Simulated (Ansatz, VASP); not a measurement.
## Two plane-wave programs on Sb

INCAR

```
SYSTEM = Sb
PREC = Accurate
ENCUT = 520
EDIFF = 1E-6
ISMEAR = 0
SIGMA = 0.1
LREAL = .FALSE.
LASPH = .TRUE.
NELM = 100
ALGO = Normal
ISIF = 2
LWAVE = .FALSE.
LCHARG = .FALSE.
GGA = PE
NBANDS = 20
```

KPOINTS

```
regular mesh
0
G
  3 3 3
  0 0 0
```

Contents of POSCAR:

```
Sb
1.0
    3.7785610100      2.1815532100      3.0286874900
   -3.7785610100      2.1815532100      3.0286874900
    0.0000000000     -4.3631064300      3.0286874900
Sb
5
Direct
    0.2467715700      0.7532284300      0.0000000000
    0.0000000000      0.2467715700      0.7532284300
    0.7532284300      0.0000000000      0.2467715700
    0.2578843500      0.2578843500      0.2578843500
    0.7421156500      0.7421156500      0.7421156500
```

Input for Ansatz:

```yaml
crystal:
  lattice:
    - [3.77856101, 2.18155321, 3.02868749]
    - [-3.77856101, 2.18155321, 3.02868749]
    - [0.0, -4.36310643, 3.02868749]
  atoms:
    - { symbol: Sb, position: [0.24677157, 0.75322843, 0.0] }
    - { symbol: Sb, position: [0.0, 0.24677157, 0.75322843] }
    - { symbol: Sb, position: [0.75322843, 0.0, 0.24677157] }
    - { symbol: Sb, position: [0.25788435, 0.25788435, 0.25788435] }
    - { symbol: Sb, position: [0.74211565, 0.74211565, 0.74211565] }
basis:
  ecutwfc: 420
kpoints:
  mp_grid: { grid: [3, 3, 3] }
hamiltonian:
  xc: pbe
scf:
  occupations: { method: gaussian, width: 0.1 }
  lower_state_search: "off"
output:
  forces: true
  stress: true
  eigenvalues: true
```

Alike in both runs: task single point; functional PBE; k mesh 3 × 3 × 3; occupations gaussian, width 0.1 eV; no spin polarisation.

```csv
,VASP,Ansatz
version,VASP 6.6.1,Ansatz 0.2.0
potentials or method,"VASP PAW PBE potentials, release 64 (Sb), cutoff 520 eV","scalar-relativistic, plane waves, PAW"
valence electrons in the cell,25,75
```

```tsv
	VASP	Ansatz	Ansatz less VASP
gap on the k mesh at the Fermi level (eV)	none	none	-
pressure (GPa)	9.2	9.2	-0.06
traceless stress, the component that is largest in VASP (GPa)	-0.43	-0.42	+0.017
rms of the force components (eV/Å)	0.355	0.354	-0.0007
```

Atom by atom the forces differ by 0.003 eV/Å (rms over components). A gap of «none» marks a metal or a gap that the smearing closes. VASP's potentials hold 25 valence electrons a cell and Ansatz's 75, so a difference there can come from the potentials and not from the codes.

The k mesh is coarse, so the values compare programs but aren't converged. Spin-orbit coupling is off throughout.
